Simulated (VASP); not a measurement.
# GaP (F-43m) in VASP: single point with PBE

Aim: the single point of GaP with PBE.

All numbers are computed with VASP 6.6.1; they aren't measurements. Logs are shortened: lines on timing, memory, paths and dates and some standing lists are left out, and cuts for length are marked.

## Step 1: The cell of the first run

It takes space group F-43m (No. 216, cubic). Conventional cell: a = 5.451 Å, b = 5.451 Å, c = 5.451 Å, α = 90.00°, β = 90.00°, γ = 90.00°. Ga (site symmetry -43m) has 4 P at 2.36 Å within 3.1 Å. P (site symmetry -43m) has 4 Ga at 2.36 Å within 3.1 Å.

## Step 2: Single point, PBE

File INCAR:

```
SYSTEM = GaP
PREC = Accurate
ENCUT = 520
EDIFF = 1E-6
ISMEAR = 0
SIGMA = 0.05
LREAL = .FALSE.
LASPH = .TRUE.
NELM = 60
ALGO = Normal
ISIF = 2
LWAVE = .FALSE.
LCHARG = .TRUE.
GGA = PE
LELF = .TRUE.
LVHAR = .TRUE.
NBANDS = 26
```

File KPOINTS:

```
Automatic mesh
0
G
  8 8 6
  0 0 0
```

File POSCAR:

```
GaP
1.0
    0.0000000000     -2.7252500000     -2.7252500000
    0.0000000000      2.7252500000     -2.7252500000
    5.4505000000      0.0000000000      0.0000000000
Ga P
2 2
Direct
    0.5000000000      0.5000000000      0.5000000000
    0.0000000000      0.0000000000      0.0000000000
    0.0000000000      0.5000000000      0.2500000000
    0.5000000000      0.0000000000      0.7500000000
```

Potentials or basis: VASP PAW PBE potentials, release 64 (Ga_d, P).

The run is started by

```console
$ cat potpaw_PBE.64/Ga_d/POTCAR potpaw_PBE.64/P/POTCAR > POTCAR
$ mpirun -np 1 vasp_std > vasp.out
```

OUTCAR:

```text
SYSTEM = GaP
   PREC = Accurate
   ENCUT = 520
   EDIFF = 1E-6
   ISMEAR = 0
   LREAL = .FALSE.
   LASPH = .TRUE.
   NELM = 60
   ISIF = 2
   GGA = PE

 ion  position               nearest neighbor table
   1  0.500  0.500  0.500-   3 2.36   4 2.36   4 2.36   3 2.36
   2  0.000  0.000  0.000-   3 2.36   4 2.36   3 2.36   4 2.36
   3  0.000  0.500  0.250-   1 2.36   2 2.36   2 2.36   1 2.36
   4  0.500  0.000  0.750-   1 2.36   2 2.36   1 2.36   2 2.36

  LATTYP: Found a simple tetragonal cell.
 ALAT       =     3.8540855109
 C/A-ratio  =     1.4142135624

  Lattice vectors:

 A1 = (   0.0000000000,  -2.7252500000,  -2.7252500000)
 A2 = (   0.0000000000,   2.7252500000,  -2.7252500000)
 A3 = (   5.4505000000,   0.0000000000,   0.0000000000)

Analysis of symmetry for initial positions (statically):
=====================================================================
 Subroutine PRICEL returns following result:

  LATTYP: Found a face centered cubic cell.
 ALAT       =     5.4505000000

  Lattice vectors:

 A1 = (  -2.7252500000,   0.0000000000,   2.7252500000)
 A2 = (  -2.7252500000,  -2.7252500000,   0.0000000000)
 A3 = (  -0.0000000000,  -2.7252500000,   2.7252500000)

   2 primitive cells build up your supercell.

 Routine SETGRP: Setting up the symmetry group for a
 simple tetragonal supercell.

 Subroutine GETGRP returns: Found  8 space group operations
 (whereof  8 operations were pure point group operations)
 out of a pool of 16 trial point group operations.

The static configuration has the point symmetry D_2d.

Analysis of symmetry for dynamics (positions and initial velocities):
=====================================================================
 Subroutine PRICEL returns following result:

  LATTYP: Found a face centered cubic cell.
 ALAT       =     5.4505000000

  Lattice vectors:

 A1 = (  -2.7252500000,   0.0000000000,   2.7252500000)
 A2 = (  -2.7252500000,  -2.7252500000,   0.0000000000)
 A3 = (  -0.0000000000,  -2.7252500000,   2.7252500000)

   2 primitive cells build up your supercell.

 Routine SETGRP: Setting up the symmetry group for a
 simple tetragonal supercell.

 Subroutine GETGRP returns: Found  8 space group operations
 (whereof  8 operations were pure point group operations)
 out of a pool of 16 trial point group operations.

The dynamic configuration has the point symmetry D_2d.

 Subroutine INISYM returns: Found  8 space group operations
 (whereof  8 operations are pure point group operations),
 and found     2 'primitive' translations

----------------------------------------------------------------------------------------

                                     Primitive cell

  volume of cell :      40.4808

  direct lattice vectors                    reciprocal lattice vectors
    -2.725250000  0.000000000  2.725250000    -0.183469406  0.183469406  0.183469406
    -2.725250000 -2.725250000  0.000000000    -0.183469406 -0.183469406 -0.183469406
    -0.000000000 -2.725250000  2.725250000     0.183469406 -0.183469406  0.183469406

  length of vectors
     3.854085511  3.854085511  3.854085511     0.317778334  0.317778334  0.317778334

  position of ions in fractional coordinates (direct lattice)
     0.000000000  0.000000000  0.000000000
     0.750000000  0.750000000  0.750000000

  ion indices of the primitive-cell ions
   primitive index   ion index
                 1           1
                 2           3

----------------------------------------------------------------------------------------

 KPOINTS: Automatic mesh

Automatic generation of k-mesh.
 Grid dimensions read from file:
 generate k-points for:    8    8    6

 Generating k-lattice:

  Cartesian coordinates                     Fractional coordinates (reciprocal lattice)
     0.000000000 -0.022933676 -0.022933676     0.125000000  0.000000000  0.000000000
     0.000000000  0.022933676 -0.022933676     0.000000000  0.125000000  0.000000000
     0.030578234  0.000000000  0.000000000     0.000000000  0.000000000  0.166666667

  Length of vectors
     0.032433115  0.032433115  0.030578234

  Shift w.r.t. Gamma in fractional coordinates (k-lattice)
     0.000000000  0.000000000  0.000000000

 Subroutine IBZKPT returns following result:
 ===========================================

 Found     60 irreducible k-points:

 Following reciprocal coordinates:
            Coordinates               Weight
  0.000000  0.000000  0.000000      1.000000
  0.125000  0.000000  0.000000      4.000000
  0.250000  0.000000  0.000000      4.000000
  0.375000  0.000000  0.000000      4.000000
  0.500000  0.000000  0.000000      2.000000
  0.125000  0.125000  0.000000      4.000000
[... 16 lines left out ...]
  0.375000  0.125000  0.166667     16.000000
  0.500000  0.125000  0.166667      8.000000
 [... further k-points ...]
   k-points           NKPTS =     60   k-points in BZ     NKDIM =     60   number of bands    NBANDS=     26
   number of dos      NEDOS =    301   number of ions     NIONS =      4
   total plane-waves  NPLWV =  37800
   dimension x,y,z NGX =    30 NGY =   30 NGZ =   42
   dimension x,y,z NGXF=    60 NGYF=   60 NGZF=   84
   ions per type =               2   2
   NGX,Y,Z   is equivalent  to a cutoff of  12.94, 12.94, 12.81 a.u.
   NGXF,Y,Z  is equivalent  to a cutoff of  25.88, 25.88, 25.62 a.u.
 SYSTEM =  GaP
   PREC   = accura    normal or accurate (medium, high low for compatibility)
   ISTART =      0    job   : 0-new  1-cont  2-samecut
   ICHARG =      2    charge: 1-file 2-atom 10-const
   ISPIN  =      1    spin polarized calculation?
   LNONCOLLINEAR =      F non collinear calculations
   LSORBIT =      F    spin-orbit coupling
   LASPH  =      T    aspherical Exc in radial PAW
   ENCUT  =  520.0 eV  38.22 Ry    6.18 a.u.   7.17  7.17 10.13*2*pi/ulx,y,z
   NELM   =     60;   NELMIN=  2; NELMDL= -5     # of ELM steps
   EDIFF  = 0.1E-05   stopping-criterion for ELM
   LREAL  =      F    real-space projection
   EDIFFG = 0.1E-04   stopping-criterion for IOM
   NSW    =      0    number of steps for IOM
   IBRION =     -1    ionic relax: 0-MD 1-quasi-New 2-CG
   NFREE  =      0    steps in history (QN), initial steepest desc. (CG)
   ISIF   =      2    stress and relaxation
   ISYM   =      2    0-nonsym 1-usesym 2-fastsym
   POTIM  = 0.5000    time-step for ionic-motion
   TEBEG  =    0.0;   TEEND  =   0.0 temperature during run
   PSTRESS=    0.0 pullay stress
   NELECT =      36.0000    total number of electrons
   NUPDOWN=      -1.0000    fix difference up-down
   EMIN   =  10.00;   EMAX   =-10.00  energy-range for DOS
   EFERMI =   0.00;   METHOD = LEGACY
   ISMEAR =     0;   SIGMA  =   0.05  broadening in eV -4-tet -1-fermi 0-gaus
   EFERMI_NEDOS =   21; number of points for ismear=-14 and -15
   IALGO  =     38    algorithm
   IMIX   =      4    mixing-type and parameters
     AMIX     =   0.40;   BMIX     =  1.00
     AMIX_MAG =   1.60;   BMIX_MAG =  1.00
  volume/ion in A,a.u.               =      20.24       136.59
  Fermi-wavevector in a.u.,A,eV,Ry     =   1.249538  2.361284 21.243377  1.561344
  Thomas-Fermi vector in A             =   2.383574
   LORBIT       =      0    0 simple, 1 ext, 2 COOP (PROOUT), +10 PAW based schemes
   GGA     = PE    functional components
   LHFCALC =     F    Hartree Fock is set to
   AEXX    =    0.0000 exact exchange contribution
   IVDW    =     0    specifies the selected vdW correction
   LEPSILON=     F    determine dielectric tensor
   LRPA    =     F    only Hartree local field effects (RPA)
 non-spin polarized calculation
 Gauss-broadening in eV      SIGMA  =   0.05
  energy-cutoff  :      520.00
  volume of cell :       80.96
 maximum number of plane-waves:      2212
 NGX is ok and might be reduce to    30
   NGX = 15   NGY = 15   NGZ = 21

 number of electron      35.9999991 magnetization

 Free energy of the ion-electron system (eV)
  ---------------------------------------------------
  ext. energy  EPLUGINS =         0.00000000
  ---------------------------------------------------
  free energy    TOTEN  =       -18.23549151 eV

  energy without entropy =      -18.23549151  energy(sigma->0) =      -18.23549151

 E-fermi :   4.9373     XC(G=0):  -9.8333

 val. band max:        4.6511420351   @ k =   0.0000   0.0000   0.0000
 cond. band min:       6.2447101885   @ k =   0.0000   0.0000   0.1667
 fundamental gap:      1.5935681534
 Fermi energy:         4.9372662027

 k-point     1 :       0.0000    0.0000    0.0000
  band No.  band energies     occupation
      1     -10.0155      2.00000
      2      -9.8979      2.00000
      3      -9.8979      2.00000
      4      -9.8978      2.00000
      5      -9.8339      2.00000
      6      -9.8327      2.00000
[... 18 lines left out ...]
     25      13.4586      0.00000
     26      14.4392      0.00000

 k-point     2 :       0.1250    0.0000    0.0000
  band No.  band energies     occupation
      1     -10.0107      2.00000
      2      -9.9078      2.00000
      3      -9.8952      2.00000
      4      -9.8933      2.00000
      5      -9.8402      2.00000
      6      -9.8350      2.00000
[... 18 lines left out ...]
     25      13.7042      0.00000
     26      14.1093      0.00000

 k-point     3 :       0.2500    0.0000    0.0000
  band No.  band energies     occupation
      1      -9.9996      2.00000
      2      -9.9311      2.00000
      3      -9.8878      2.00000
      4      -9.8835      2.00000
      5      -9.8520      2.00000
      6      -9.8417      2.00000
[... 18 lines left out ...]
     25      12.8674      0.00000
     26      12.9006      0.00000

 k-point     4 :       0.3750    0.0000    0.0000
  band No.  band energies     occupation
      1      -9.9874      2.00000
      2      -9.9555      2.00000
      3      -9.8769      2.00000
      4      -9.8747      2.00000
      5      -9.8624      2.00000
      6      -9.8519      2.00000
[... 18 lines left out ...]
     25      11.5897      0.00000
     26      12.0520      0.00000

 k-point     5 :       0.5000    0.0000    0.0000
  band No.  band energies     occupation
      1      -9.9741      2.00000
      2      -9.9741      2.00000
      3      -9.8688      2.00000
      4      -9.8688      2.00000
      5      -9.8643      2.00000
      6      -9.8643      2.00000
[... 18 lines left out ...]
     25      10.9454      0.00000
     26      10.9454      0.00000

 k-point     6 :       0.1250    0.1250    0.0000
  band No.  band energies     occupation
      1     -10.0066      2.00000
      2      -9.9204      2.00000
      3      -9.8887      2.00000
      4      -9.8886      2.00000
      5      -9.8453      2.00000
      6      -9.8373      2.00000
[... 427 lines left out ...]
 k-point    21 :       0.1250    0.1250    0.1667
  band No.  band energies     occupation
      1     -10.0015      2.00000
      2      -9.9243      2.00000
      3      -9.8895      2.00000
      4      -9.8865      2.00000
      5      -9.8494      2.00000
      6      -9.8404      2.00000
[... 18 lines left out ...]
     25      11.8519      0.00000
     26      12.9309      0.00000

 k-point    22 :       0.2500    0.1250    0.1667
  band No.  band energies     occupation
      1      -9.9942      2.00000
      2      -9.9452      2.00000
      3      -9.8805      2.00000
      4      -9.8780      2.00000
      5      -9.8592      2.00000
      6      -9.8435      2.00000
[... 18 lines left out ...]
     25      10.6161      0.00000
     26      12.8404      0.00000

 k-point    23 :       0.3750    0.1250    0.1667
  band No.  band energies     occupation
      1      -9.9880      2.00000
      2      -9.9662      2.00000
      3      -9.8726      2.00000
      4      -9.8684      2.00000
      5      -9.8652      2.00000
      6      -9.8504      2.00000
[... 18 lines left out ...]
     25      11.1504      0.00000
     26      12.7177      0.00000

 k-point    24 :       0.5000    0.1250    0.1667
  band No.  band energies     occupation
      1      -9.9805      2.00000
      2      -9.9805      2.00000
      3      -9.8679      2.00000
      4      -9.8679      2.00000
      5      -9.8594      2.00000
      6      -9.8594      2.00000
[... 18 lines left out ...]
     25      11.6052      0.00000
     26      11.6052      0.00000

 [... further k-points ...]

------------------------ aborting loop because EDIFF is reached ----------------------------------------

  FORCE on cell =-STRESS in cart. coord.  units (eV):
  Direction    XX          YY          ZZ          XY          YZ          ZX
  --------------------------------------------------------------------------------------
  -------------------------------------------------------------------------------------
  Total        1.2135235      1.2268433      1.2268433      0.0000000      0.0000000      0.0000000
  in kB       24.0148423     24.2784326     24.2784326      0.0000000      0.0000000      0.0000000
  external PRESSURE =      24.1905691 kB  Pullay stress =       0.0000000 kB

 VOLUME and BASIS-vectors are now :
 -----------------------------------------------------------------------------
  energy-cutoff  :      520.00
  volume of cell :       80.96
      direct lattice vectors                 reciprocal lattice vectors
     0.000000000 -2.725250000 -2.725250000     0.000000000 -0.183469406 -0.183469406
     0.000000000  2.725250000 -2.725250000     0.000000000  0.183469406 -0.183469406
     5.450500000  0.000000000  0.000000000     0.183469406  0.000000000  0.000000000

 POSITION                                       TOTAL-FORCE (eV/Angst)
 -----------------------------------------------------------------------------------
      2.72525      0.00000     -2.72525        -0.000000      0.000000      0.000000
      0.00000      0.00000      0.00000         0.000000     -0.000000     -0.000000
      1.36262      1.36262     -1.36262         0.000000      0.000000      0.000000
      4.08788     -1.36262     -1.36262         0.000000      0.000000      0.000000
 -----------------------------------------------------------------------------------
    total drift:                                0.000000      0.000000     -0.000000

  FREE ENERGIE OF THE ION-ELECTRON SYSTEM (eV)
  ---------------------------------------------------
  free  energy   TOTEN  =       -18.2354915058 eV

  energy  without entropy=      -18.2354915058  energy(sigma->0) =      -18.23549151
```

It took 3.5 min on 1 thread of AMD EPYC 7R13, shared host; peak memory 0.22 GiB.

What came out:

```
Free energy            : -18.2355 eV
Pressure               : 2.4 GPa
Band gap on the k mesh : 1.59 eV
```

A k mesh can miss the band edges.
